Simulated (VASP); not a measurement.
# AlH3 (Pnnm) in VASP: electric field gradients with r2SCAN

Aim: the electric field gradients of AlH3 with r2SCAN.

Everything below comes from runs of VASP 6.6.1. Logs are shortened: lines on timing, memory, paths and dates and some standing lists are left out, and cuts for length are marked.

## 1. The cell of the first run

It takes space group Pnnm (No. 58, orthorhombic). Conventional cell: a = 5.379 Å, b = 7.340 Å, c = 5.748 Å, α = 90.00°, β = 90.00°, γ = 90.00°. Al (site symmetry m) has 6 H at 1.67 to 1.75 Å within 2.2 Å. Al (site symmetry 2/m) has 6 H at 1.71 to 1.74 Å within 2.3 Å. Within 2.6 Å of H (site symmetry 1) lie 2 Al at 1.71 to 1.72 Å and 9 H at 2.32 to 2.58 Å. H (site symmetry m) has 2 Al at 1.71 to 1.75 Å and 9 H at 2.28 to 2.58 Å within 2.6 Å. Within 2.6 Å of H (site symmetry m) lie 2 Al at 1.69 to 1.74 Å and 8 H at 2.38 to 2.57 Å. H (site symmetry 2/m) has 2 Al at 1.67 Å within 2.2 Å.

## 2. Electric field gradients, r2SCAN

Input file POSCAR:

```
AlH3
1.0
    5.3791188200      0.0000000000      0.0000000000
    0.0000000000      7.3403833200      0.0000000000
    0.0000000000      0.0000000000      5.7476738100
Al H
6 18
Direct
    0.7122223100      0.9143389000      0.0000000000
    0.2877776900      0.0856611000      0.0000000000
    0.2122223100      0.5856611000      0.5000000000
    0.5000000000      0.0000000000      0.5000000000
    0.7877776900      0.4143389000      0.5000000000
    0.0000000000      0.5000000000      0.0000000000
    0.2972226100      0.0840336000      0.2983515700
    0.5981936500      0.1379122400      0.0000000000
    0.3256605100      0.8008995400      0.5000000000
    0.7027773900      0.9159664000      0.2983515700
    0.1743394900      0.3008995400      0.0000000000
    0.0981936500      0.3620877600      0.5000000000
    0.2027773900      0.5840336000      0.2016484300
    0.9018063500      0.6379122400      0.5000000000
    0.6743394900      0.1991004600      0.5000000000
    0.0000000000      0.0000000000      0.0000000000
    0.4018063500      0.8620877600      0.0000000000
    0.8256605100      0.6991004600      0.0000000000
    0.7972226100      0.4159664000      0.2016484300
    0.2027773900      0.5840336000      0.7983515700
    0.7027773900      0.9159664000      0.7016484300
    0.7972226100      0.4159664000      0.7983515700
    0.2972226100      0.0840336000      0.7016484300
    0.5000000000      0.5000000000      0.5000000000
```

Input file INCAR.step1:

```
SYSTEM = AlH3
ALGO = Normal ; EDIFF = 1E-4
ENCUT = 520 ; GGA = PE
ISMEAR = -1 ; LASPH = .True.
LCHARG = .False. ; LREAL = Auto
LWAVE = .True. ; NBANDS = 36
NELM = 80 ; PREC = Accurate
SIGMA = 0.02
```

Input file INCAR.step2:

```
SYSTEM = AlH3
ALGO = Normal ; EDIFF = 1E-8
ENCUT = 520 ; ISIF = 2
ISMEAR = -1 ; ISTART = 1
LASPH = .True. ; LCHARG = .False.
LEFG = .True. ; LMIXTAU = .True.
LREAL = Auto ; LWAVE = .False.
METAGGA = R2SCAN ; NBANDS = 36
NELM = 80 ; PREC = Accurate
SIGMA = 0.02
```

Input file KPOINTS:

```
k-points
0
Gamma
  5 4 5
  0 0 0
```

Potentials or basis: VASP PAW PBE potentials, release 64 (Al, H).

Launch:

```bash
$ cat potpaw_PBE.64/Al/POTCAR potpaw_PBE.64/H/POTCAR > POTCAR
$ cp INCAR.step1 INCAR
$ mpirun -np 1 vasp_std > vasp.out
$ cp INCAR.step2 INCAR
$ mpirun -np 1 vasp_std > vasp.out
```

OUTCAR:

```text
SYSTEM = AlH3
   EDIFF = 1E-8
   ENCUT = 520
   ISIF = 2
   ISMEAR = -1
   ISTART = 1
   LASPH = .True.
   LREAL = Auto
   METAGGA = R2SCAN
   NELM = 80
   PREC = Accurate

 ion  position               nearest neighbor table
   1  0.712  0.914  0.000-  16 1.67  18 1.69  17 1.71  10 1.72  21 1.72   8 1.75   2 2.61   4 3.16
                             4 3.16   2 3.34
   2  0.288  0.086  0.000-  16 1.67  11 1.69   8 1.71   7 1.72  23 1.72  17 1.75   1 2.61   4 3.16
                             4 3.16   1 3.34
   3  0.212  0.586  0.500-  24 1.67   9 1.69  14 1.71  20 1.72  13 1.72  12 1.75   5 2.61   6 3.16
                             6 3.16   5 3.34
   4  0.500  0.000  0.500-   7 1.71  10 1.71  21 1.71  23 1.71   9 1.74  15 1.74   1 3.16   2 3.16
                             1 3.16   2 3.16
   5  0.788  0.414  0.500-  24 1.67  15 1.69  12 1.71  22 1.72  19 1.72  14 1.75   3 2.61   6 3.16
                             6 3.16   3 3.34
   6  0.000  0.500  0.000-  13 1.71  19 1.71  20 1.71  22 1.71  18 1.74  11 1.74   3 3.16   5 3.16
                             3 3.16   5 3.16
   7  0.297  0.084  0.298-   4 1.71   2 1.72
   8  0.598  0.138  0.000-   2 1.71   1 1.75
   9  0.326  0.801  0.500-   3 1.69   4 1.74
  10  0.703  0.916  0.298-   4 1.71   1 1.72
  11  0.174  0.301  0.000-   2 1.69   6 1.74
  12  0.098  0.362  0.500-   5 1.71   3 1.75
[... 10 lines left out ...]
  23  0.297  0.084  0.702-   4 1.71   2 1.72
  24  0.500  0.500  0.500-   3 1.67   5 1.67

  LATTYP: Found a simple orthorhombic cell.
 ALAT       =     5.3791188200
 B/A-ratio  =     1.0685158671
 C/A-ratio  =     1.3646070231

  Lattice vectors:

 A1 = (  -5.3791188200,   0.0000000000,   0.0000000000)
 A2 = (   0.0000000000,   0.0000000000,   5.7476738100)
 A3 = (   0.0000000000,   7.3403833200,   0.0000000000)

Analysis of symmetry for initial positions (statically):
=====================================================================
 Subroutine PRICEL returns:
 Original cell was already a primitive cell.

 Routine SETGRP: Setting up the symmetry group for a
 simple orthorhombic supercell.

 Subroutine GETGRP returns: Found  8 space group operations
 (whereof  4 operations were pure point group operations)
 out of a pool of  8 trial point group operations.

The static configuration has the point symmetry C_2h.
 The point group associated with its full space group is D_2h.

Analysis of symmetry for dynamics (positions and initial velocities):
=====================================================================
 Subroutine PRICEL returns:
 Original cell was already a primitive cell.

 Routine SETGRP: Setting up the symmetry group for a
 simple orthorhombic supercell.

 Subroutine GETGRP returns: Found  8 space group operations
 (whereof  4 operations were pure point group operations)
 out of a pool of  8 trial point group operations.

The dynamic configuration has the point symmetry C_2h.
 The point group associated with its full space group is D_2h.

 Subroutine INISYM returns: Found  8 space group operations
 (whereof  4 operations are pure point group operations),
 and found     1 'primitive' translations

----------------------------------------------------------------------------------------

                                     Primitive cell

  volume of cell :     226.9457

  direct lattice vectors                    reciprocal lattice vectors
     5.379118820  0.000000000  0.000000000     0.185904055  0.000000000  0.000000000
     0.000000000  7.340383320  0.000000000     0.000000000  0.136232667  0.000000000
     0.000000000  0.000000000  5.747673810     0.000000000  0.000000000  0.173983429

  length of vectors
     5.379118820  7.340383320  5.747673810     0.185904055  0.136232667  0.173983429

  position of ions in fractional coordinates (direct lattice)
     0.712222310  0.914338900  0.000000000
     0.287777690  0.085661100  0.000000000
     0.212222310  0.585661100  0.500000000
     0.500000000  0.000000000  0.500000000
[... 124 lines left out ...]
   NFREE  =      0    steps in history (QN), initial steepest desc. (CG)
   ISIF   =      2    stress and relaxation
   ISYM   =      2    0-nonsym 1-usesym 2-fastsym
   POTIM  = 0.5000    time-step for ionic-motion
   TEBEG  =    0.0;   TEEND  =   0.0 temperature during run
   PSTRESS=    0.0 pullay stress
   NELECT =      36.0000    total number of electrons
   NUPDOWN=      -1.0000    fix difference up-down
   EMIN   =  10.00;   EMAX   =-10.00  energy-range for DOS
   EFERMI =   0.00;   METHOD = LEGACY
   ISMEAR =    -1;   SIGMA  =   0.02  broadening in eV -4-tet -1-fermi 0-gaus
   EFERMI_NEDOS =   21; number of points for ismear=-14 and -15
   IALGO  =     38    algorithm
   IMIX   =      4    mixing-type and parameters
     AMIX     =   0.40;   BMIX     =  1.00
     AMIX_MAG =   1.60;   BMIX_MAG =  1.00
  volume/ion in A,a.u.               =       9.46        63.81
  Fermi-wavevector in a.u.,A,eV,Ry     =   0.886207  1.674688 10.685502  0.785362
  Thomas-Fermi vector in A             =   2.007342
   LORBIT       =      0    0 simple, 1 ext, 2 COOP (PROOUT), +10 PAW based schemes
   METAGGA = R2SCAN    functional components
   LHFCALC =     F    Hartree Fock is set to
   AEXX    =    0.0000 exact exchange contribution
   IVDW    =     0    specifies the selected vdW correction
   LEPSILON=     F    determine dielectric tensor
   LRPA    =     F    only Hartree local field effects (RPA)
 non-spin polarized calculation
  energy-cutoff  :      520.00
  volume of cell :      226.95
 maximum number of plane-waves:      6140
   NGX = 21   NGY = 27   NGZ = 21

 number of electron      35.9999993 magnetization

 Free energy of the ion-electron system (eV)
  ---------------------------------------------------
  ext. energy  EPLUGINS =         0.00000000
  ---------------------------------------------------
  free energy    TOTEN  =      -103.98305314 eV

  energy without entropy =     -103.98305314  energy(sigma->0) =     -103.98305314

 E-fermi :   0.5529     XC(G=0):  -8.4871

 val. band max:        0.1103828228   @ k =   0.4000   0.0000   0.0000
 cond. band min:       4.0828243594   @ k =   0.2000   0.0000   0.0000
 fundamental gap:      3.9724415366
 Fermi energy:         0.5529072178

 k-point     1 :       0.0000    0.0000    0.0000
  band No.  band energies     occupation
      1      -8.8793      2.00000
      2      -7.6099      2.00000
      3      -5.3386      2.00000
      4      -5.2263      2.00000
      5      -4.7157      2.00000
      6      -4.1219      2.00000
[... 781 lines left out ...]
     29       7.7534      0.00000
     30       7.8671      0.00000

 [... further k-points ...]

 [bands above 30 left out]

------------------------ aborting loop because EDIFF is reached ----------------------------------------

  FORCE on cell =-STRESS in cart. coord.  units (eV):
  Direction    XX          YY          ZZ          XY          YZ          ZX
  --------------------------------------------------------------------------------------
  -------------------------------------------------------------------------------------
  Total       -0.2274777     -0.2621424     -0.3068767      0.0000000      0.0000000      0.0000000
  in kB       -1.6059327     -1.8506568     -2.1664689      0.0000000      0.0000000      0.0000000
  external PRESSURE =      -1.8743528 kB  Pullay stress =       0.0000000 kB

 VOLUME and BASIS-vectors are now :
 -----------------------------------------------------------------------------
  energy-cutoff  :      520.00
  volume of cell :      226.95
      direct lattice vectors                 reciprocal lattice vectors
     5.379118820  0.000000000  0.000000000     0.185904055  0.000000000  0.000000000
     0.000000000  7.340383320  0.000000000     0.000000000  0.136232667  0.000000000
     0.000000000  0.000000000  5.747673810     0.000000000  0.000000000  0.173983429

 POSITION                                       TOTAL-FORCE (eV/Angst)
 -----------------------------------------------------------------------------------
      3.83113      6.71160      0.00000         0.001507     -0.012929     -0.000000
      1.54799      0.62879      0.00000        -0.001507      0.012929      0.000000
      1.14157      4.29898      2.87384         0.001507      0.012929     -0.000000
      2.68956      0.00000      2.87384        -0.000000      0.000000      0.000000
      4.23755      3.04141      2.87384        -0.001507     -0.012929      0.000000
      0.00000      3.67019      0.00000        -0.000000      0.000000      0.000000
[... 16 lines left out ...]
      1.59880      0.61684      4.03285         0.005030      0.005241     -0.000741
      2.68956      3.67019      2.87384        -0.000000      0.000000      0.000000
 -----------------------------------------------------------------------------------
    total drift:                               -0.000000     -0.000000      0.000000

  FREE ENERGIE OF THE ION-ELECTRON SYSTEM (eV)
  ---------------------------------------------------
  free  energy   TOTEN  =      -103.9830531382 eV

  energy  without entropy=     -103.9830531382  energy(sigma->0) =     -103.98305314

 Electric field gradients (V/A^2)
---------------------------------------------------------------------
 ion       V_xx      V_yy      V_zz      V_xy      V_xz      V_yz
---------------------------------------------------------------------
   1      -8.277     2.008     6.269     2.264     0.000     0.000
   2      -8.277     2.008     6.269     2.264    -0.000    -0.000
   3      -8.277     2.008     6.269    -2.264    -0.000     0.000
   4      -2.514     8.399    -5.886     5.097     0.000    -0.000
   5      -8.277     2.008     6.269    -2.264    -0.000    -0.000
   6      -2.514     8.399    -5.886    -5.097     0.000    -0.000
[... 16 lines left out ...]
  23      -3.098    -6.208     9.306    -2.436    -5.780     3.132
  24      13.972    -5.104    -8.868    -9.370     0.000    -0.000
---------------------------------------------------------------------

 Electric field gradients after diagonalization (V/A^2)
 (convention: |V_zz| > |V_xx| > |V_yy|)
----------------------------------------------------------------------
 ion       V_xx      V_yy      V_zz     asymmetry (V_yy - V_xx)/ V_zz
----------------------------------------------------------------------
   1       6.269     2.484    -8.753       0.432
   2       6.269     2.484    -8.753       0.432
   3       6.269     2.484    -8.753       0.432
   4      -5.886    -4.524    10.410       0.131
   5       6.269     2.484    -8.753       0.432
   6      -5.886    -4.524    10.410       0.131
[... 16 lines left out ...]
  23      -7.543    -4.822    12.365       0.220
  24      -8.936    -8.868    17.804       0.004
----------------------------------------------------------------------

           NMR quadrupolar parameters

 Cq : quadrupolar parameter    Cq=e*Q*V_zz/h
 eta: asymmetry parameters     (V_yy - V_xx)/ V_zz
 Q  : nuclear electric quadrupole moment in mb (millibarn)
----------------------------------------------------------------------
 ion       Cq(MHz)       eta       Q (mb)
----------------------------------------------------------------------
   1      -0.021       0.432       1.000
   2      -0.021       0.432       1.000
   3      -0.021       0.432       1.000
   4       0.025       0.131       1.000
   5      -0.021       0.432       1.000
   6       0.025       0.131       1.000
[... 16 lines left out ...]
  23       0.030       0.220       1.000
  24       0.043       0.004       1.000
----------------------------------------------------------------------
```

Run time: 24 min. Hardware: 1 thread of Intel Xeon Platinum 8259CL at 2.50GHz (Skylake/Cascade Lake), shared host; peak memory 0.4 GiB.

What came out:

* Free energy: -103.9831 eV
* Pressure: -0.2 GPa
* Largest force: 0.018 eV/Å
* Band gap on the k mesh: 3.97 eV (least direct gap 4.12 eV)
* Largest electric field gradient by atom: Al -8.8, +10.4 (each value once); H +12.4, -6.3, +15.2, +17.8 (each value once) V/Å²

Forces in eV/Å, atoms in the order of the input:
```
Al   0.002 -0.013  0.000
Al  -0.002  0.013  0.000
Al   0.002  0.013  0.000
Al   0.000  0.000  0.000
Al  -0.002 -0.013  0.000
Al   0.000  0.000  0.000
H    0.005  0.005  0.001
H    0.011  0.005  0.000
H   -0.015 -0.009  0.000
H   -0.005 -0.005  0.001
H    0.015 -0.009  0.000
H    0.011 -0.005  0.000
H   -0.005  0.005 -0.001
H   -0.011  0.005  0.000
H    0.015  0.009  0.000
H    0.000  0.000  0.000
H   -0.011 -0.005  0.000
H   -0.015  0.009  0.000
H    0.005 -0.005 -0.001
H   -0.005  0.005  0.001
H   -0.005 -0.005 -0.001
H    0.005 -0.005  0.001
H    0.005  0.005 -0.001
H    0.000  0.000  0.000
```

Levels at points of the mesh, in eV from the valence-band top:
```csv
k point,band 14,band 15,band 16,band 17,band 18,band 19,band 20,band 21,band 22,band 23
"(0.00, 0.00, 0.00)",-1.70,-1.63,-1.61,-1.27,-0.46,4.27,4.36,4.88,5.83,5.85
"(0.00, 0.50, 0.00)",-1.63,-1.57,-1.57,-0.86,-0.86,4.09,4.09,5.50,5.50,6.01
```

Electric field gradients, principal values (V/Å²):
```
atom   least  middle  greatest (by size)
1 Al   2.484   6.269              -8.753
2 Al   2.484   6.269              -8.753
3 Al   2.484   6.269              -8.753
4 Al  -4.524  -5.886              10.410
5 Al   2.484   6.269              -8.753
6 Al  -4.524  -5.886              10.410
 7 H  -4.822  -7.543              12.365
 8 H   0.326   5.961              -6.287
 9 H  -7.469  -7.744              15.213
10 H  -4.822  -7.543              12.365
11 H  -7.469  -7.744              15.213
12 H   0.326   5.961              -6.287
13 H  -4.822  -7.543              12.365
14 H   0.326   5.961              -6.287
15 H  -7.469  -7.744              15.213
16 H  -8.868  -8.936              17.804
17 H   0.326   5.961              -6.287
18 H  -7.469  -7.744              15.213
19 H  -4.822  -7.543              12.365
20 H  -4.822  -7.543              12.365
21 H  -4.822  -7.543              12.365
22 H  -4.822  -7.543              12.365
23 H  -4.822  -7.543              12.365
24 H  -8.868  -8.936              17.804
```

Caveat: without QUAD_EFG the Cq values of the log hold for a quadrupole moment of 1 mb, not for the nuclei; the PAW data sets were made with another functional, which shifts forces and pressure a little; an odd mesh through Γ misses points on the zone boundary, where band edges can lie.
